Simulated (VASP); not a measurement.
Write the native input for VASP 6.6.1 that does the following.

| Property | Result |
| --- | --- |
| Task | single point |
| Functional | HSE06 |
| Potentials or basis | VASP PAW PBE potentials, release 64 (Li_sv, Cl) |
| Cutoff | 520 eV |
| k mesh | 6 × 6 × 6 |
| Occupations | gaussian, width 0.01 eV |
| Spin | no spin polarisation |
| Dipole correction | no |
| Grid for exact exchange (PRECFOCK) | Normal |
| Further INCAR settings | ALGO = Normal; EDIFF = 1e-06; NBANDS = 12 |
| Share of exact exchange | 0.25 |
| Screening parameter | 0.2079 1/Å |

The system is LiCl.

```
Li Cl
1.0
     3.32444    0.00000    0.00000
     0.00000    3.27112    0.00000
     0.00000    0.00000    3.27112
Li Cl
1 1
Direct
  0.00000 0.00000 0.00000
  0.50000 0.50000 0.50000
```

This cell differs from its parent crystal: uniaxial x strain +1.6%.

The input as run:

POSCAR

```
LiCl
1.0
    3.3244428903      0.0000000000      0.0000000000
    0.0000000000      3.2711235760      0.0000000000
    0.0000000000      0.0000000000      3.2711235760
Li Cl
1 1
Direct
    0.0000000000      0.0000000000      0.0000000000
    0.5000000000      0.5000000000      0.5000000000
```

INCAR.step1

```
PREC = Accurate ; ENCUT = 520
EDIFF = 1E-5 ; ISMEAR = 0
SIGMA = 0.01 ; LREAL = False
LASPH = True ; NELM = 80
ALGO = Normal ; ISIF = 2
LWAVE = True ; LCHARG = False
NBANDS = 12 ; GGA = PE
LUSENCCL = False
```

INCAR.step2

```
PREC = Accurate ; ENCUT = 520
EDIFF = 1E-6 ; ISMEAR = 0
SIGMA = 0.01 ; LREAL = False
LASPH = True ; NELM = 80
ALGO = Normal ; ISIF = 2
LWAVE = False ; LCHARG = False
GGA = PE ; LHFCALC = True
HFSCREEN = 0.2079 ; PRECFOCK = Normal
NBANDS = 12 ; ISTART = 1
LUSENCCL = False
```

KPOINTS

```
regular mesh
0
Gamma
  6 6 6
```

Potentials or basis: VASP PAW PBE potentials, release 64 (Li_sv, Cl).

The run is started by

```sh
$ cat potpaw_PBE.64/Li_sv/POTCAR potpaw_PBE.64/Cl/POTCAR > POTCAR
$ cp INCAR.step1 INCAR
$ mpirun -np 1 vasp_std > vasp.out
$ cp INCAR.step2 INCAR
$ mpirun -np 1 vasp_std > vasp.out
```

Results of the run:

```yaml
Band_gap_on_the_k_mesh: 5.58 eV (least direct gap 6.39 eV)
```

Caveat: the cell differs from its parent crystal (uniaxial x strain +1.6%).

Run time: 57 min on 1 × NVIDIA H100 80GB with 1 thread of AMD EPYC 7R13 Processor (Zen 3), on a shared host, peak memory 1.2 GiB.
